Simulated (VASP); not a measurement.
# CsGd (Pm-3m) in VASP: single point with PBE

Aim: the single point of CsGd with PBE.

Everything below comes from runs of VASP 6.6.1. Logs are shortened: lines on timing, memory, paths and dates and some standing lists are left out, and cuts for length are marked.

## 1. The cell of the first run

Symmetry: Pm-3m, No. 221, cubic system. Conventional cell: a = 4.337 Å, b = 4.337 Å, c = 4.337 Å, α = 90.00°, β = 90.00°, γ = 90.00°. Within 4.9 Å of Cs (site symmetry m-3m) lie 8 Gd at 3.76 Å and 6 Cs at 4.34 Å. Gd (site symmetry m-3m) has 8 Cs at 3.76 Å and 6 Gd at 4.34 Å within 4.9 Å.

The cell was built from a structure type or drawn by symmetry, and may not be a known phase.

## 2. Single point, PBE, collinear spin, ferromagnetic start

File INCAR:

```
SYSTEM = CsGd
ALGO = Normal
EDIFF = 1E-6
ENCUT = 520
GGA = PE
ISIF = 2
ISMEAR = 0
ISPIN = 2
LASPH = .TRUE.
LCHARG = .TRUE.
LELF = .TRUE.
LMAXMIX = 6
LORBIT = 11
LREAL = .FALSE.
LVHAR = .TRUE.
LWAVE = .FALSE.
MAGMOM = 0 7
NBANDS = 24
NELM = 150
PREC = Accurate
SIGMA = 0.1
```

File KPOINTS:

```
k-points
0
G
  4 4 4
  0 0 0
```

File POSCAR:

```
CsGd
1.0
    4.3374532400      0.0000000000      0.0000000000
    0.0000000000      4.3374532400      0.0000000000
    0.0000000000      0.0000000000      4.3374532400
Cs Gd
1 1
Direct
    0.0000000000      0.0000000000      0.0000000000
    0.5000000000      0.5000000000      0.5000000000
```

Potentials or basis: VASP PAW PBE potentials, release 64 (Cs_sv, Gd).

Launch:

```sh
> cat potpaw_PBE.64/Cs_sv/POTCAR potpaw_PBE.64/Gd/POTCAR > POTCAR
> mpirun -np 1 vasp_std > vasp.out
```

OUTCAR:

```text
SYSTEM = CsGd
   EDIFF = 1E-6
   ENCUT = 520
   GGA = PE
   ISIF = 2
   ISMEAR = 0
   ISPIN = 2
   LASPH = .TRUE.
   LORBIT = 11
   LREAL = .FALSE.
   NELM = 150
   PREC = Accurate

 ion  position               nearest neighbor table
   1  0.000  0.000  0.000-
   2  0.500  0.500  0.500-

  LATTYP: Found a simple cubic cell.
 ALAT       =     4.3374532400

  Lattice vectors:

 A1 = (   4.3374532400,   0.0000000000,   0.0000000000)
 A2 = (   0.0000000000,   4.3374532400,   0.0000000000)
 A3 = (   0.0000000000,   0.0000000000,   4.3374532400)

Analysis of symmetry for initial positions (statically):
=====================================================================
 Subroutine PRICEL returns:
 Original cell was already a primitive cell.

 Routine SETGRP: Setting up the symmetry group for a
 simple cubic supercell.

 Subroutine GETGRP returns: Found 48 space group operations
 (whereof 48 operations were pure point group operations)
 out of a pool of 48 trial point group operations.

The static configuration has the point symmetry O_h .

Analysis of symmetry for dynamics (positions and initial velocities):
=====================================================================
 Subroutine PRICEL returns:
 Original cell was already a primitive cell.

 Routine SETGRP: Setting up the symmetry group for a
 simple cubic supercell.

 Subroutine GETGRP returns: Found 48 space group operations
 (whereof 48 operations were pure point group operations)
 out of a pool of 48 trial point group operations.

The dynamic configuration has the point symmetry O_h .

Analysis of structural, dynamic, and magnetic symmetry:
=====================================================================
 Subroutine PRICEL returns:
 Original cell was already a primitive cell.

 Routine SETGRP: Setting up the symmetry group for a
 simple cubic supercell.

 Subroutine GETGRP returns: Found 48 space group operations
 (whereof 48 operations were pure point group operations)
 out of a pool of 48 trial point group operations.

The overall configuration has the point symmetry O_h .

 Subroutine INISYM returns: Found 48 space group operations
 (whereof 48 operations are pure point group operations),
 and found     1 'primitive' translations

----------------------------------------------------------------------------------------

                                     Primitive cell

  volume of cell :      81.6027

  direct lattice vectors                    reciprocal lattice vectors
     4.337453240  0.000000000  0.000000000     0.230550036  0.000000000  0.000000000
     0.000000000  4.337453240  0.000000000     0.000000000  0.230550036  0.000000000
     0.000000000  0.000000000  4.337453240     0.000000000  0.000000000  0.230550036

  length of vectors
     4.337453240  4.337453240  4.337453240     0.230550036  0.230550036  0.230550036

  position of ions in fractional coordinates (direct lattice)
     0.000000000  0.000000000  0.000000000
     0.500000000  0.500000000  0.500000000

  ion indices of the primitive-cell ions
   primitive index   ion index
                 1           1
                 2           2

----------------------------------------------------------------------------------------

 KPOINTS: k-points

Automatic generation of k-mesh.
 Grid dimensions read from file:
 generate k-points for:    4    4    4

 Generating k-lattice:

  Cartesian coordinates                     Fractional coordinates (reciprocal lattice)
     0.057637509  0.000000000  0.000000000     0.250000000  0.000000000  0.000000000
     0.000000000  0.057637509  0.000000000     0.000000000  0.250000000  0.000000000
     0.000000000  0.000000000  0.057637509     0.000000000  0.000000000  0.250000000

  Length of vectors
     0.057637509  0.057637509  0.057637509

  Shift w.r.t. Gamma in fractional coordinates (k-lattice)
     0.000000000  0.000000000  0.000000000

 Subroutine IBZKPT returns following result:
 ===========================================

 Found     10 irreducible k-points:

 Following reciprocal coordinates:
            Coordinates               Weight
  0.000000  0.000000  0.000000      1.000000
  0.250000  0.000000  0.000000      6.000000
  0.500000  0.000000  0.000000      3.000000
  0.250000  0.250000  0.000000     12.000000
  0.500000  0.250000  0.000000     12.000000
  0.500000  0.500000  0.000000      3.000000
  0.250000  0.250000  0.250000      8.000000
  0.500000  0.250000  0.250000     12.000000
  0.500000  0.500000  0.250000      6.000000
  0.500000  0.500000  0.500000      1.000000
   k-points           NKPTS =     10   k-points in BZ     NKDIM =     10   number of bands    NBANDS=     24
   number of dos      NEDOS =    301   number of ions     NIONS =      2
   total plane-waves  NPLWV =  32768
   dimension x,y,z NGX =    32 NGY =   32 NGZ =   32
   dimension x,y,z NGXF=    64 NGYF=   64 NGZF=   64
   ions per type =               1   1
   NGX,Y,Z   is equivalent  to a cutoff of  12.26, 12.26, 12.26 a.u.
   NGXF,Y,Z  is equivalent  to a cutoff of  24.53, 24.53, 24.53 a.u.
 SYSTEM =  CsGd
   PREC   = accura    normal or accurate (medium, high low for compatibility)
   ISTART =      0    job   : 0-new  1-cont  2-samecut
   ICHARG =      2    charge: 1-file 2-atom 10-const
   ISPIN  =      2    spin polarized calculation?
   LNONCOLLINEAR =      F non collinear calculations
   LSORBIT =      F    spin-orbit coupling
   LASPH  =      T    aspherical Exc in radial PAW
   ENCUT  =  520.0 eV  38.22 Ry    6.18 a.u.   8.06  8.06  8.06*2*pi/ulx,y,z
   NELM   =    150;   NELMIN=  2; NELMDL= -5     # of ELM steps
   EDIFF  = 0.1E-05   stopping-criterion for ELM
   LREAL  =      F    real-space projection
   EDIFFG = 0.1E-04   stopping-criterion for IOM
   NSW    =      0    number of steps for IOM
   IBRION =     -1    ionic relax: 0-MD 1-quasi-New 2-CG
   NFREE  =      0    steps in history (QN), initial steepest desc. (CG)
   ISIF   =      2    stress and relaxation
   ISYM   =      2    0-nonsym 1-usesym 2-fastsym
   POTIM  = 0.5000    time-step for ionic-motion
   TEBEG  =    0.0;   TEEND  =   0.0 temperature during run
   PSTRESS=    0.0 pullay stress
   NELECT =      27.0000    total number of electrons
   NUPDOWN=      -1.0000    fix difference up-down
   EMIN   =  10.00;   EMAX   =-10.00  energy-range for DOS
   EFERMI =   0.00;   METHOD = LEGACY
   ISMEAR =     0;   SIGMA  =   0.10  broadening in eV -4-tet -1-fermi 0-gaus
   EFERMI_NEDOS =   21; number of points for ismear=-14 and -15
   IALGO  =     38    algorithm
   IMIX   =      4    mixing-type and parameters
     AMIX     =   0.40;   BMIX     =  1.00
     AMIX_MAG =   1.60;   BMIX_MAG =  1.00
  volume/ion in A,a.u.               =      40.80       275.34
  Fermi-wavevector in a.u.,A,eV,Ry     =   1.132299  2.139736 17.444056  1.282102
  Thomas-Fermi vector in A             =   2.269000
   LORBIT       =     11    0 simple, 1 ext, 2 COOP (PROOUT), +10 PAW based schemes
   GGA     = PE    functional components
   LHFCALC =     F    Hartree Fock is set to
   AEXX    =    0.0000 exact exchange contribution
   IVDW    =     0    specifies the selected vdW correction
   LEPSILON=     F    determine dielectric tensor
   LRPA    =     F    only Hartree local field effects (RPA)
 spin polarized calculation
 Gauss-broadening in eV      SIGMA  =   0.10
  energy-cutoff  :      520.00
  volume of cell :       81.60
 maximum number of plane-waves:      2272
   NGX = 17   NGY = 17   NGZ = 17

 number of electron      26.9999995 magnetization       8.1460315

 Free energy of the ion-electron system (eV)
  ---------------------------------------------------
  ext. energy  EPLUGINS =         0.00000000
  ---------------------------------------------------
  free energy    TOTEN  =       -10.57733923 eV

  energy without entropy =      -10.55469432  energy(sigma->0) =      -10.56601678

 E-fermi :   3.1362     XC(G=0):  -8.9665

 val. band max:        3.1269868036   @ k =   0.2500   0.2500   0.0000
 cond. band min:       3.1391401871   @ k =   0.5000   0.5000   0.2500
 fundamental gap:      0.0121533834
 Fermi energy:         3.1362446176

 spin component 1

 k-point     1 :       0.0000    0.0000    0.0000
  band No.  band energies     occupation
      1     -42.6965      1.00000
      2     -20.1249      1.00000
      3     -20.1249      1.00000
      4     -20.1249      1.00000
      5     -19.6264      1.00000
      6      -6.3036      1.00000
[... 16 lines left out ...]
     23       7.4230      0.00000
     24       9.3121      0.00000
[... 219 lines left out ...]
      1     -42.6918      1.00000
      2     -20.1718      1.00000
      3     -20.1718      1.00000
      4     -20.1718      1.00000
      5     -19.4873      1.00000
      6      -6.8785      1.00000
[... 16 lines left out ...]
     23       5.9838      0.00000
     24       6.0404      0.00000
 Fermi energy:         3.1362446176

 spin component 2

 k-point     1 :       0.0000    0.0000    0.0000
  band No.  band energies     occupation
      1     -39.4435      1.00000
      2     -19.5767      1.00000
      3     -17.7131      1.00000
      4     -17.7131      1.00000
      5     -17.7131      1.00000
      6      -6.2361      1.00000
[... 16 lines left out ...]
     23       8.1628      0.00000
     24      10.1526      0.00000
[... 220 lines left out ...]
      2     -19.4436      1.00000
      3     -17.7704      1.00000
      4     -17.7704      1.00000
      5     -17.7704      1.00000
      6      -6.7881      1.00000
[... 16 lines left out ...]
     23       7.5171      0.00000
     24       7.5171      0.00000

------------------------ aborting loop because EDIFF is reached ----------------------------------------

  FORCE on cell =-STRESS in cart. coord.  units (eV):
  Direction    XX          YY          ZZ          XY          YZ          ZX
  --------------------------------------------------------------------------------------
  -------------------------------------------------------------------------------------
  Total        1.6138168      1.6138168      1.6138168      0.0000000      0.0000000     -0.0000000
  in kB       31.6854873     31.6854873     31.6854873      0.0000000      0.0000000     -0.0000000
  external PRESSURE =      31.6854873 kB  Pullay stress =       0.0000000 kB

 VOLUME and BASIS-vectors are now :
 -----------------------------------------------------------------------------
  energy-cutoff  :      520.00
  volume of cell :       81.60
      direct lattice vectors                 reciprocal lattice vectors
     4.337453240  0.000000000  0.000000000     0.230550036  0.000000000  0.000000000
     0.000000000  4.337453240  0.000000000     0.000000000  0.230550036  0.000000000
     0.000000000  0.000000000  4.337453240     0.000000000  0.000000000  0.230550036

 POSITION                                       TOTAL-FORCE (eV/Angst)
 -----------------------------------------------------------------------------------
      0.00000      0.00000      0.00000         0.000000      0.000000      0.000000
      2.16873      2.16873      2.16873         0.000000      0.000000      0.000000
 -----------------------------------------------------------------------------------
    total drift:                                0.000000      0.000000     -0.000000

  FREE ENERGIE OF THE ION-ELECTRON SYSTEM (eV)
  ---------------------------------------------------
  free  energy   TOTEN  =       -10.5773392335 eV

  energy  without entropy=      -10.5546943228  energy(sigma->0) =      -10.56601678

 total charge

# of ion       s       p       d       f       tot
--------------------------------------------------
    1        1.865   4.569   0.148   0.000   6.581
    2        2.083   5.545   0.494   7.092  15.214
--------------------------------------------------
tot          3.947  10.114   0.641   7.092  21.795

 magnetization (x)

# of ion       s       p       d       f       tot
--------------------------------------------------
    1        0.013   0.017   0.029   0.000   0.060
    2        0.010  -0.058   0.320   6.705   6.977
--------------------------------------------------
tot          0.023  -0.041   0.349   6.705   7.037
```

It took 86 s on 1 thread of AMD EPYC 7R43 (Zen 3), shared host; peak memory 0.19 GiB.

What came out:

```
Free energy                                           : -10.5773 eV
Pressure                                              : 3.2 GPa
Net moment                                            : 8.15 μB per cell
Site moments                                          : Cs +0.06; Gd +6.98 μB
Valence electrons inside the program's atomic spheres : Cs 6.58; Gd 15.21
```

Levels at points of the mesh, in eV from the Fermi level:
Spin up:
```
           k point  band 14  band 15  band 16  band 17  band 18  band 19  band 20  band 21  band 22  band 23
(0.00, 0.00, 0.00)    -5.03    -5.03    -3.54    -1.46    -1.46     1.57     1.57     1.57     4.29     4.29
(0.50, 0.00, 0.00)    -5.02    -5.02    -0.92    -0.67    -0.54     1.45     1.45     1.72     2.03     2.72
(0.50, 0.50, 0.00)    -5.02    -5.01    -2.17    -0.95     0.28     0.28     2.28     2.28     2.51     2.76
(0.50, 0.50, 0.50)    -5.01    -5.01     0.22     0.22     0.22     0.96     0.96     0.96     2.85     2.85
```
Spin down:
```
           k point  band 5  band 6  band 7  band 8  band 9  band 10  band 11  band 12  band 13  band 14
(0.00, 0.00, 0.00)  -20.85   -9.37   -9.37   -9.37   -2.68    -0.52    -0.52     0.16     0.16     0.16
(0.50, 0.00, 0.00)  -20.84  -10.14   -9.36   -9.36    0.02     0.06     0.07     0.16     0.16     0.20
(0.50, 0.50, 0.00)  -20.83   -9.91   -9.91   -9.27   -1.26    -0.23     0.17     0.17     0.21     0.24
(0.50, 0.50, 0.50)  -20.91   -9.92   -9.92   -9.92    0.20     0.20     0.20     0.21     0.22     0.22
```

Caveat: the k points lie up to 0.36 Å⁻¹ apart; spin-orbit coupling is left out, which moves the levels of the heavy elements; semilocal functionals describe open f shells poorly, which spoils levels, moments and volumes.
